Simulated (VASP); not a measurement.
# Zr (P6_3/mmc) in VASP: further runs

The runs below take Zr through single point, with RPBE.

Program: VASP 6.6.1. These are calculated values, not measurements. Logs are shortened: lines on timing, memory, paths and dates and some standing lists are left out, and cuts for length are marked.

**1. The cell of the first run**

The structure is hexagonal, space group P6_3/mmc (No. 194). Conventional cell: a = 3.345 Å, b = 3.345 Å, c = 5.345 Å, α = 90.00°, β = 90.00°, γ = 120.00°. Within 4.3 Å of Zr (site symmetry -6m2) lie 12 Zr at 3.30 to 3.34 Å.

**2. Single point, RPBE (25.89 Å³/atom)**

The input, INCAR:

```
SYSTEM = Zr
  PREC = Accurate
  ENCUT = 520
  EDIFF = 1E-7
  ISMEAR = -1
  SIGMA = 0.1
  LREAL = .False.
  LASPH = .True.
  NELM = 80
  ALGO = Normal
  ISIF = 2
  LWAVE = .False.
  LCHARG = .False.
  GGA = RP
  NBANDS = 19
```

The input, KPOINTS:

```
Automatic mesh
0
Gamma
  18 18 10
  0 0 0
```

The input, POSCAR:

```
Zr
1.0
    3.3446469936      0.0000000000      0.0000000000
   -1.6723234968      2.8965492632      0.0000000000
    0.0000000000      0.0000000000      5.3449651859
Zr
2
Direct
    0.3333333333      0.6666666667      0.2500000000
    0.6666666667      0.3333333333      0.7500000000
```

Potentials or basis: VASP PAW PBE potentials, release 64 (Zr_sv).

Started as:

```
cat potpaw_PBE.64/Zr_sv/POTCAR > POTCAR
mpirun -np 1 vasp_std > vasp.out
```

OUTCAR:

```text
SYSTEM = Zr
   PREC = Accurate
   ENCUT = 520
   EDIFF = 1E-7
   ISMEAR = -1
   LREAL = .False.
   LASPH = .True.
   NELM = 80
   ISIF = 2
   GGA = RP

 ion  position               nearest neighbor table
   1  0.333  0.667  0.250-   2 3.30   2 3.30   2 3.30   2 3.30   2 3.30   2 3.30
   2  0.667  0.333  0.750-   1 3.30   1 3.30   1 3.30   1 3.30   1 3.30   1 3.30

  LATTYP: Found a hexagonal cell.
 ALAT       =     3.3446469936
 C/A-ratio  =     1.5980655645

  Lattice vectors:

 A1 = (   3.3446469936,   0.0000000000,   0.0000000000)
 A2 = (  -1.6723234968,   2.8965492632,   0.0000000000)
 A3 = (   0.0000000000,   0.0000000000,   5.3449651859)

Analysis of symmetry for initial positions (statically):
=====================================================================
 Subroutine PRICEL returns:
 Original cell was already a primitive cell.

 Routine SETGRP: Setting up the symmetry group for a
 hexagonal supercell.

 Subroutine GETGRP returns: Found 24 space group operations
 (whereof 12 operations were pure point group operations)
 out of a pool of 24 trial point group operations.

The static configuration has the point symmetry D_3d.
 The point group associated with its full space group is D_6h.

Analysis of symmetry for dynamics (positions and initial velocities):
=====================================================================
 Subroutine PRICEL returns:
 Original cell was already a primitive cell.

 Routine SETGRP: Setting up the symmetry group for a
 hexagonal supercell.

 Subroutine GETGRP returns: Found 24 space group operations
 (whereof 12 operations were pure point group operations)
 out of a pool of 24 trial point group operations.

The dynamic configuration has the point symmetry D_3d.
 The point group associated with its full space group is D_6h.

 Subroutine INISYM returns: Found 24 space group operations
 (whereof 12 operations are pure point group operations),
 and found     1 'primitive' translations

----------------------------------------------------------------------------------------

                                     Primitive cell

  volume of cell :      51.7817

  direct lattice vectors                    reciprocal lattice vectors
     3.344646994  0.000000000  0.000000000     0.298985215  0.172619194  0.000000000
[... 76 lines left out ...]
 SYSTEM =  Zr
   PREC   = accura    normal or accurate (medium, high low for compatibility)
   ISTART =      0    job   : 0-new  1-cont  2-samecut
   ICHARG =      2    charge: 1-file 2-atom 10-const
   ISPIN  =      1    spin polarized calculation?
   LNONCOLLINEAR =      F non collinear calculations
   LSORBIT =      F    spin-orbit coupling
   LASPH  =      T    aspherical Exc in radial PAW
   ENCUT  =  520.0 eV  38.22 Ry    6.18 a.u.   6.22  6.22  9.94*2*pi/ulx,y,z
   NELM   =     80;   NELMIN=  2; NELMDL= -5     # of ELM steps
   EDIFF  = 0.1E-06   stopping-criterion for ELM
   LREAL  =      F    real-space projection
   EDIFFG = 0.1E-05   stopping-criterion for IOM
   NSW    =      0    number of steps for IOM
   IBRION =     -1    ionic relax: 0-MD 1-quasi-New 2-CG
   NFREE  =      0    steps in history (QN), initial steepest desc. (CG)
   ISIF   =      2    stress and relaxation
   ISYM   =      2    0-nonsym 1-usesym 2-fastsym
   POTIM  = 0.5000    time-step for ionic-motion
   TEBEG  =    0.0;   TEEND  =   0.0 temperature during run
   PSTRESS=    0.0 pullay stress
   NELECT =      24.0000    total number of electrons
   NUPDOWN=      -1.0000    fix difference up-down
   EMIN   =  10.00;   EMAX   =-10.00  energy-range for DOS
   EFERMI =   0.00;   METHOD = LEGACY
   ISMEAR =    -1;   SIGMA  =   0.10  broadening in eV -4-tet -1-fermi 0-gaus
   EFERMI_NEDOS =   21; number of points for ismear=-14 and -15
   IALGO  =     38    algorithm
   IMIX   =      4    mixing-type and parameters
     AMIX     =   0.40;   BMIX     =  1.00
     AMIX_MAG =   1.60;   BMIX_MAG =  1.00
  volume/ion in A,a.u.               =      25.89       174.72
  Fermi-wavevector in a.u.,A,eV,Ry     =   1.266932  2.394154 21.838929  1.605116
  Thomas-Fermi vector in A             =   2.400106
   LORBIT       =      0    0 simple, 1 ext, 2 COOP (PROOUT), +10 PAW based schemes
   GGA     = RP    functional components
   LHFCALC =     F    Hartree Fock is set to
   AEXX    =    0.0000 exact exchange contribution
   IVDW    =     0    specifies the selected vdW correction
   LEPSILON=     F    determine dielectric tensor
   LRPA    =     F    only Hartree local field effects (RPA)
 non-spin polarized calculation
  energy-cutoff  :      520.00
  volume of cell :       51.78
 maximum number of plane-waves:      1418
 NGX is ok and might be reduce to    28
   NGX = 13   NGY = 13   NGZ = 19

 number of electron      24.0000000 magnetization

 Free energy of the ion-electron system (eV)
  ---------------------------------------------------
  ext. energy  EPLUGINS =         0.00000000
  ---------------------------------------------------
  free energy    TOTEN  =       -16.15384130 eV

  energy without entropy =      -16.07780926  energy(sigma->0) =      -16.11582528

 E-fermi :   7.9250     XC(G=0): -10.5314

 val. band max:        7.9177534910   @ k =   0.0556   0.0556   0.2000
 cond. band min:       7.9294778075   @ k =   0.0556   0.0000   0.5000
 fundamental gap:      0.0117243165
 Fermi energy:         7.9249685672

 k-point     1 :       0.0000    0.0000    0.0000
  band No.  band energies     occupation
      1     -41.1510      2.00000
      2     -41.0546      2.00000
      3     -19.4943      2.00000
      4     -18.8835      2.00000
      5     -18.8835      2.00000
      6     -18.7937      2.00000
[... 505 lines left out ...]
      6     -19.0545      2.00000
[... 11 lines left out ...]
     18      12.4195      0.00000
     19      13.0868      0.00000

 [... further k-points ...]
[... 5 lines left out ...]
  --------------------------------------------------------------------------------------
  -------------------------------------------------------------------------------------
  Total       -1.9202967     -1.9202967     -2.0001107      0.0000000     -0.0000000      0.0000000
  in kB      -59.4159216    -59.4159216    -61.8854464      0.0000000     -0.0000000      0.0000000
  external PRESSURE =     -60.2390965 kB  Pullay stress =       0.0000000 kB

 VOLUME and BASIS-vectors are now :
 -----------------------------------------------------------------------------
  energy-cutoff  :      520.00
  volume of cell :       51.78
      direct lattice vectors                 reciprocal lattice vectors
     3.344646994  0.000000000  0.000000000     0.298985215  0.172619194  0.000000000
    -1.672323497  2.896549263  0.000000000     0.000000000  0.345238389  0.000000000
     0.000000000  0.000000000  5.344965186     0.000000000  0.000000000  0.187091958

 POSITION                                       TOTAL-FORCE (eV/Angst)
 -----------------------------------------------------------------------------------
     -0.00000      1.93103      1.33624         0.000000      0.000000      0.000000
      1.67232      0.96552      4.00872        -0.000000      0.000000      0.000000
 -----------------------------------------------------------------------------------
    total drift:                                0.000000     -0.000000      0.000000

  FREE ENERGIE OF THE ION-ELECTRON SYSTEM (eV)
  ---------------------------------------------------
  free  energy   TOTEN  =       -16.1538412950 eV

  energy  without entropy=      -16.0778092641  energy(sigma->0) =      -16.11582528
```

OSZICAR:

```text
N       E                     dE             d eps       ncg     rms          rms(c)
DAV:   1     0.214920781212E+03    0.21492E+03   -0.13177E+04  8452   0.124E+03
DAV:   2    -0.816928628867E+00   -0.21574E+03   -0.21180E+03  9802   0.361E+02
DAV:   3    -0.164872358206E+02   -0.15670E+02   -0.15524E+02 15222   0.703E+01
DAV:   4    -0.169310020119E+02   -0.44377E+00   -0.44305E+00 10176   0.121E+01
DAV:   5    -0.169459272558E+02   -0.14925E-01   -0.14921E-01 12650   0.149E+00    0.114E+01
DAV:   6    -0.162761617591E+02    0.66977E+00   -0.11064E+00  9153   0.770E+00    0.413E+00
DAV:   7    -0.161465330859E+02    0.12963E+00   -0.65003E-01 11733   0.522E+00    0.116E+00
DAV:   8    -0.161536982372E+02   -0.71652E-02   -0.42304E-02 11349   0.143E+00    0.271E-01
DAV:   9    -0.161538966632E+02   -0.19843E-03   -0.27691E-03  9704   0.458E-01    0.359E-02
DAV:  10    -0.161538391893E+02    0.57474E-04   -0.82119E-05 11458   0.520E-02    0.243E-02
DAV:  11    -0.161538416033E+02   -0.24140E-05   -0.15158E-05  9671   0.404E-02    0.325E-03
DAV:  12    -0.161538418673E+02   -0.26400E-06   -0.43446E-07 10688   0.439E-03    0.308E-03
DAV:  13    -0.161538413784E+02    0.48887E-06   -0.57741E-08  5422   0.216E-03    0.892E-04
DAV:  14    -0.161538412950E+02    0.83384E-07   -0.12900E-08  5250   0.110E-03
   1 F= -.16153841E+02 E0= -.16115825E+02  d E =-.760320E-01
```

It took 93 s on 1 thread of Intel Xeon 6975P-C (Granite Rapids), shared host; peak memory 0.31 GiB.

What came out:

```yaml
Free_energy: -16.1538 eV
Pressure: -6.0 GPa
Band_gap_on_the_k_mesh: zero (bands 12 and 13 overlap by 1.15 eV)
```

Stress tensor (GPa, compression positive):
```
-5.94  0.00  0.00
 0.00 -5.94  0.00
 0.00  0.00 -6.19
```

Levels at points of the mesh, in eV from the Fermi level:
```tsv
k point	band 10	band 11	band 12	band 13	band 14	band 15
(0.00, 0.00, 0.00)	-2.73	0.80	0.87	0.87	0.96	1.46
(0.50, 0.00, 0.00)	-2.19	-1.82	-0.37	0.60	0.69	1.30
(0.00, 0.00, 0.50)	-3.85	0.07	0.07	0.79	0.79	0.79
(0.50, 0.00, 0.50)	-2.54	-0.86	-0.86	1.30	1.30	2.04
```

Caveat: the cell stands under tension; the PAW data sets were made with another functional, which shifts forces and pressure a little.

(Part 1 of 2 ends here.)
